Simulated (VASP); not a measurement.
Runs of VASP 6.6.1 on BAs. The structure is that of space group F-43m (No. 216), or close to it. The cells are those of the table. 

```csv
task,cell,gap on the mesh (eV),pressure (GPa)
relaxation of cell and atoms,"relaxed to 10 GPa from a = 3.378 Å, angles 60.0°, 2 atoms",1.12,10.1
single point,"a = 3.328 Å, angles 60.0°, 2 atoms",1.14,(b)
relaxation of cell and atoms,"relaxed from a = 3.378 Å, angles 60.0°, 2 atoms",1.18,0.0
relaxation of cell and atoms,"relaxed to 2 GPa from a = 3.378 Å, angles 60.0°, 2 atoms",1.17,2.0
relaxation of cell and atoms,"relaxed to -2 GPa from a = 3.378 Å, angles 60.0°, 2 atoms",1.20,-2.0
single point,"a = 3.364 Å, angles 60.0°, 2 atoms",1.18,0.7
single point,"a = 3.381 Å, angles 60.0°, 2 atoms",1.19,-1.3
relaxation of cell and atoms,"relaxed to 5 GPa from a = 3.378 Å, angles 60.0°, 2 atoms",1.15,5.0
single point,"a = 3.349 Å, angles 60.0°, 2 atoms",1.16,2.8
single point,"a = 3.295 Å, angles 60.0°, 2 atoms",(a),10.9
```

Alike in all rows: level PBE+D4; potentials or basis VASP PAW PBE potentials, release 64 (B, As); no spin polarisation; k mesh 8 × 8 × 8; cutoff (eV) 500; smearing methfessel-paxton 0.01 eV.

**Question.** Fill in the values left out.

**Answer.** (a) 1.11; (b) 5.8.

Caveats: the cell is relaxed towards a set pressure, so the enthalpy falls and the energy may rise (some runs).

A k mesh can miss the band edges, and the runs leave out spin-orbit coupling on As.
